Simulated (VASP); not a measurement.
# Ti3SiN4 in VASP: further runs, part 2 of 2

VASP 6.6.1. The steps go on from the part before.

**4. Single point, PBE**

The input, INCAR:

```
ALGO = Normal ; DIPOL = 0.5 0.5 0.369
EDIFF = 1E-7 ; ENCUT = 520
GGA = PE ; IDIPOL = 3
ISIF = 2 ; ISMEAR = 0
LASPH = True ; LCHARG = False
LDIPOL = True ; LREAL = False
LWAVE = False ; NBANDS = 40
NELM = 80 ; PREC = Accurate
SIGMA = 0.1
```

The input, KPOINTS:

```
k-points
0
Gamma
  9 9 1
```

The input, POSCAR:

```
Ti3SiN4
1.0
    3.0028555065      0.0000000000      0.0000000000
   -1.5014277533      2.6005491525      0.0000000000
    0.0000000000      0.0000000000     22.6233846960
N Ti Si
4 3 1
Direct
    0.3333333333      0.6666666667      0.1768082033
    0.0000000000      0.0000000000      0.2851837309
    0.6666666667      0.3333333333      0.3897111675
    0.3333333333      0.6666666667      0.4916764156
    0.6666666667      0.3333333333      0.2309959671
    0.3333333333      0.6666666667      0.3401655979
    0.0000000000      0.0000000000      0.4575116027
    1.0000000000      1.0000000000      0.5771996800
```

Potentials or basis: VASP PAW PBE potentials, release 64 (N, Ti_sv, Si).

Command:

```sh
$ cat potpaw_PBE.64/N/POTCAR potpaw_PBE.64/Ti_sv/POTCAR potpaw_PBE.64/Si/POTCAR > POTCAR
$ mpirun -np 1 vasp_std > vasp.out
```

OUTCAR:

```text
EDIFF = 1E-7
   ENCUT = 520
   GGA = PE
   ISIF = 2
   ISMEAR = 0
   LASPH = True
   LREAL = False
   NELM = 80
   PREC = Accurate

 ion  position               nearest neighbor table
   1  0.333  0.667  0.177-   5 2.12   5 2.12   5 2.12
   2  0.000  0.000  0.285-   5 2.12   5 2.12   5 2.12   6 2.13   6 2.13   6 2.13
   3  0.667  0.333  0.390-   6 2.06   6 2.06   6 2.06   7 2.31   7 2.31   7 2.31
   4  0.333  0.667  0.492-   7 1.90   7 1.90   7 1.90
   5  0.667  0.333  0.231-   1 2.12   1 2.12   2 2.12   2 2.12   2 2.12   1 2.12
   6  0.333  0.667  0.340-   3 2.06   3 2.06   3 2.06   2 2.13   2 2.13   2 2.13
   7  0.000  0.000  0.458-   4 1.90   4 1.90   4 1.90   3 2.31   3 2.31   3 2.31   8 2.71
   8  0.000  0.000  0.577-   7 2.71

  LATTYP: Found a hexagonal cell.
 ALAT       =     3.0028555065
 C/A-ratio  =     7.5339571441

  Lattice vectors:

 A1 = (   3.0028555065,   0.0000000000,   0.0000000000)
 A2 = (  -1.5014277533,   2.6005491525,   0.0000000000)
 A3 = (   0.0000000000,   0.0000000000,  22.6233846960)

Analysis of symmetry for initial positions (statically):
=====================================================================
 Subroutine PRICEL returns:
 Original cell was already a primitive cell.

 Routine SETGRP: Setting up the symmetry group for a
 hexagonal supercell.

 Subroutine GETGRP returns: Found  6 space group operations
 (whereof  6 operations were pure point group operations)
 out of a pool of 24 trial point group operations.

The static configuration has the point symmetry C_3v.

Analysis of symmetry for dynamics (positions and initial velocities):
=====================================================================
 Subroutine PRICEL returns:
 Original cell was already a primitive cell.

 Routine SETGRP: Setting up the symmetry group for a
 hexagonal supercell.

 Subroutine GETGRP returns: Found  6 space group operations
 (whereof  6 operations were pure point group operations)
 out of a pool of 24 trial point group operations.

The dynamic configuration has the point symmetry C_3v.

 Subroutine INISYM returns: Found  6 space group operations
 (whereof  6 operations are pure point group operations),
 and found     1 'primitive' translations

----------------------------------------------------------------------------------------

                                     Primitive cell

  volume of cell :     176.6677

  direct lattice vectors                    reciprocal lattice vectors
     3.002855506  0.000000000  0.000000000     0.333016357  0.192267083  0.000000000
    -1.501427753  2.600549153  0.000000000     0.000000000  0.384534166  0.000000000
     0.000000000  0.000000000 22.623384696     0.000000000  0.000000000  0.044202051

  length of vectors
     3.002855506  3.002855507 22.623384696     0.384534166  0.384534166  0.044202051

  position of ions in fractional coordinates (direct lattice)
     0.333333333  0.666666667  0.176808203
     0.000000000  0.000000000  0.285183731
     0.666666667  0.333333333  0.389711168
     0.333333333  0.666666667  0.491676416
     0.666666667  0.333333333  0.230995967
     0.333333333  0.666666667  0.340165598
     0.000000000  0.000000000  0.457511603
     0.000000000  0.000000000  0.577199680
[... 54 lines left out ...]
   total plane-waves  NPLWV =  96768
   dimension x,y,z NGX =    24 NGY =   24 NGZ =  168
   dimension x,y,z NGXF=    48 NGYF=   48 NGZF=  336
   ions per type =               4   3   1
   NGX,Y,Z   is equivalent  to a cutoff of  13.29, 13.29, 12.35 a.u.
   NGXF,Y,Z  is equivalent  to a cutoff of  26.57, 26.57, 24.69 a.u.
 SYSTEM =  unknown system
   PREC   = accura    normal or accurate (medium, high low for compatibility)
   ISTART =      0    job   : 0-new  1-cont  2-samecut
   ICHARG =      2    charge: 1-file 2-atom 10-const
   ISPIN  =      1    spin polarized calculation?
   LNONCOLLINEAR =      F non collinear calculations
   LSORBIT =      F    spin-orbit coupling
   LASPH  =      T    aspherical Exc in radial PAW
   ENCUT  =  520.0 eV  38.22 Ry    6.18 a.u.   5.58  5.58 42.06*2*pi/ulx,y,z
   NELM   =     80;   NELMIN=  2; NELMDL= -5     # of ELM steps
   EDIFF  = 0.1E-06   stopping-criterion for ELM
   LREAL  =      F    real-space projection
   EDIFFG = 0.1E-05   stopping-criterion for IOM
   NSW    =      0    number of steps for IOM
   IBRION =     -1    ionic relax: 0-MD 1-quasi-New 2-CG
   NFREE  =      0    steps in history (QN), initial steepest desc. (CG)
   ISIF   =      2    stress and relaxation
   ISYM   =      2    0-nonsym 1-usesym 2-fastsym
   POTIM  = 0.5000    time-step for ionic-motion
   TEBEG  =    0.0;   TEEND  =   0.0 temperature during run
   PSTRESS=    0.0 pullay stress
   NELECT =      60.0000    total number of electrons
   NUPDOWN=      -1.0000    fix difference up-down
   EMIN   =  10.00;   EMAX   =-10.00  energy-range for DOS
   EFERMI =   0.00;   METHOD = LEGACY
   ISMEAR =     0;   SIGMA  =   0.10  broadening in eV -4-tet -1-fermi 0-gaus
   EFERMI_NEDOS =   21; number of points for ismear=-14 and -15
   IALGO  =     38    algorithm
   IMIX   =      4    mixing-type and parameters
     AMIX     =   0.40;   BMIX     =  1.00
     AMIX_MAG =   1.60;   BMIX_MAG =  1.00
  volume/ion in A,a.u.               =      22.08       149.03
  Fermi-wavevector in a.u.,A,eV,Ry     =   1.142193  2.158432 17.750231  1.304605
  Thomas-Fermi vector in A             =   2.278892
   LORBIT       =      0    0 simple, 1 ext, 2 COOP (PROOUT), +10 PAW based schemes
   GGA     = PE    functional components
   LHFCALC =     F    Hartree Fock is set to
   AEXX    =    0.0000 exact exchange contribution
   IVDW    =     0    specifies the selected vdW correction
   LEPSILON=     F    determine dielectric tensor
   LRPA    =     F    only Hartree local field effects (RPA)
 non-spin polarized calculation
 Gauss-broadening in eV      SIGMA  =   0.10
  energy-cutoff  :      520.00
  volume of cell :      176.67
 maximum number of plane-waves:      4849
 NGX is ok and might be reduce to    24
   NGX = 11   NGY = 11   NGZ = 85

 dipolmoment           0.000000      0.000000      0.128169 electrons x Angstroem

 number of electron      60.0000012 magnetization

 dipolmoment           0.000000      0.000000     -0.186509 electrons x Angstroem

 Free energy of the ion-electron system (eV)
  ---------------------------------------------------
  ext. energy  EPLUGINS =         0.00000000
  ---------------------------------------------------
  free energy    TOTEN  =       -68.35449161 eV

  energy without entropy =      -68.33038467  energy(sigma->0) =      -68.34243814

 E-fermi :   1.2390     XC(G=0):  -6.5308

 val. band max:        1.1963490837   @ k =   0.4444   0.0000   0.0000
 cond. band min:       1.2479034232   @ k =   0.2222   0.0000   0.0000
 fundamental gap:      0.0515543395
 Fermi energy:         1.2390157072

 k-point     1 :       0.0000    0.0000    0.0000
  band No.  band energies     occupation
      1     -56.6490      2.00000
      2     -56.3366      2.00000
      3     -55.4008      2.00000
      4     -33.0084      2.00000
      5     -32.6960      2.00000
      6     -32.6960      2.00000
[... 505 lines left out ...]
     39       4.3465      0.00000
     40       4.4791      0.00000

------------------------ aborting loop because EDIFF is reached ----------------------------------------

 vacuum level on the upper side and lower side of the slab       (xc-potential included)        -2.196         2.091

  FORCE on cell =-STRESS in cart. coord.  units (eV):
  Direction    XX          YY          ZZ          XY          YZ          ZX
  --------------------------------------------------------------------------------------
  -------------------------------------------------------------------------------------
  Total        0.8833271      0.8833271     -2.7730470     -0.0000000      0.0000000      0.0000000
  in kB        8.0107845      8.0107845    -25.1484213     -0.0000000      0.0000000      0.0000000
  external PRESSURE =      -3.0422841 kB  Pullay stress =       0.0000000 kB

 VOLUME and BASIS-vectors are now :
 -----------------------------------------------------------------------------
  energy-cutoff  :      520.00
  volume of cell :      176.67
      direct lattice vectors                 reciprocal lattice vectors
     3.002855506  0.000000000  0.000000000     0.333016357  0.192267083  0.000000000
    -1.501427753  2.600549153  0.000000000     0.000000000  0.384534166  0.000000000
     0.000000000  0.000000000 22.623384696     0.000000000  0.000000000  0.044202051

 POSITION                                       TOTAL-FORCE (eV/Angst)
 -----------------------------------------------------------------------------------
     -0.00000      1.73370      4.00000         0.000000     -0.000000      4.324218
      0.00000      0.00000      6.45182         0.000000     -0.000000      1.218998
      1.50143      0.86685      8.81659         0.000000     -0.000000      0.941587
     -0.00000      1.73370     11.12338         0.000000     -0.000000      2.113207
      1.50143      0.86685      5.22591        -0.000000      0.000000     -5.607985
     -0.00000      1.73370      7.69570        -0.000000     -0.000000     -0.236520
      0.00000      0.00000     10.35046         0.000000     -0.000000     -2.730878
      0.00000      0.00000     13.05821         0.000000     -0.000000     -0.022627
 -----------------------------------------------------------------------------------
    total drift:                                0.000000     -0.000000      0.000105

  FREE ENERGIE OF THE ION-ELECTRON SYSTEM (eV)
  ---------------------------------------------------
  free  energy   TOTEN  =       -68.3544916086 eV

  energy  without entropy=      -68.3303846697  energy(sigma->0) =      -68.34243814

 vacuum level on the upper side and lower side of the slab         4.863         9.260
```

Run time: 1.9 min. Hardware: 1 thread of Intel Xeon 6975P-C (Granite Rapids), shared host; peak memory 0.33 GiB.

What came out:

* Free energy: -68.3545 eV
* Largest force: 5.608 eV/Å
* Band gap on the k mesh: zero (bands 30 and 31 overlap by 0.76 eV)

Forces in eV/Å, atoms in the order of the input:
```
N    0.000  0.000  4.324
N    0.000  0.000  1.219
N    0.000  0.000  0.942
N    0.000  0.000  2.113
Ti   0.000  0.000 -5.608
Ti   0.000  0.000 -0.237
Ti   0.000  0.000 -2.731
Si   0.000  0.000 -0.023
```

**5. Overview**

| cell | gap on the mesh (eV) | largest force (eV/Å) |
| --- | --- | --- |
| as given, atomic positions A | none | 5.60 |
| as given, atomic positions B | none | 5.66 |
| as given, atomic positions C | none | 5.61 |

Alike in all rows: task single point; level PBE; potentials or basis VASP PAW PBE potentials, release 64 (N, Ti_sv, Si); no spin polarisation; k mesh 9 × 9 × 1; cutoff (eV) 520; smearing gaussian 0.1 eV.

Absolute energies hang on the potentials; compare differences alone.
